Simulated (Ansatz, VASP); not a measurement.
## One calculation of Sn3GeCl, two programs

The input INCAR:

```
  ALGO = Normal
  EDIFF = 1E-6
  ENCUT = 520
  GGA = PE
  ISIF = 2
  ISMEAR = 0
  LASPH = T
  LCHARG = T
  LELF = T
  LREAL = F
  LVHAR = T
  LWAVE = F
  NBANDS = 40
  NELM = 60
  PREC = Accurate
  SIGMA = 0.1
```

Contents of KPOINTS:

```
k-points
0
Gamma
  4 4 4
```

File POSCAR:

```
Sn3GeCl
1.0
    4.7844230600      0.0000000000      0.0000000000
    0.0000000000      4.7844230600      0.0000000000
    0.0000000000      0.0000000000      4.7844230600
Sn Ge Cl
3 1 1
Direct
    0.0000000000      0.5000000000      0.5000000000
    0.5000000000      0.0000000000      0.5000000000
    0.5000000000      0.5000000000      0.0000000000
    0.0000000000      0.0000000000      0.0000000000
    0.5000000000      0.5000000000      0.5000000000
```

Input for Ansatz:

```yaml
crystal:
  lattice:
    - [4.78442306, 0.0, 0.0]
    - [0.0, 4.78442306, 0.0]
    - [0.0, 0.0, 4.78442306]
  atoms:
    - { symbol: Sn, position: [0.0, 0.5, 0.5] }
    - { symbol: Sn, position: [0.5, 0.0, 0.5] }
    - { symbol: Sn, position: [0.5, 0.5, 0.0] }
    - { symbol: Ge, position: [0.0, 0.0, 0.0] }
    - { symbol: Cl, position: [0.5, 0.5, 0.5] }
basis:
  ecutwfc: 420
kpoints:
  mp_grid: { grid: [4, 4, 4] }
hamiltonian:
  xc: pbe
scf:
  occupations: { method: gaussian, width: 0.1 }
  lower_state_search: "off"
output:
  forces: true
  stress: true
  eigenvalues: true
```

Change from the starting cell: species swapped into the KCoF3 type (Pm-3m, No. 221).

Alike in both runs: task single point; functional PBE; k mesh 4 × 4 × 4; occupations gaussian, width 0.1 eV; no spin polarisation.

```csv
,VASP,Ansatz
version,VASP 6.6.1,Ansatz 0.2.0
potentials or method,"VASP PAW PBE potentials, release 64 (Sn_d, Ge_d, Cl), cutoff 520 eV","scalar-relativistic, plane waves, PAW"
valence electrons in the cell,63,63
```

|  | VASP | Ansatz | Ansatz less VASP |
| --- | --- | --- | --- |
| gap on the k mesh at the Fermi level (eV) | none | none | - |
| pressure (GPa) | 24.7 | 24.7 | -0.03 |

A gap of «none» marks a metal or a gap that the smearing closes.
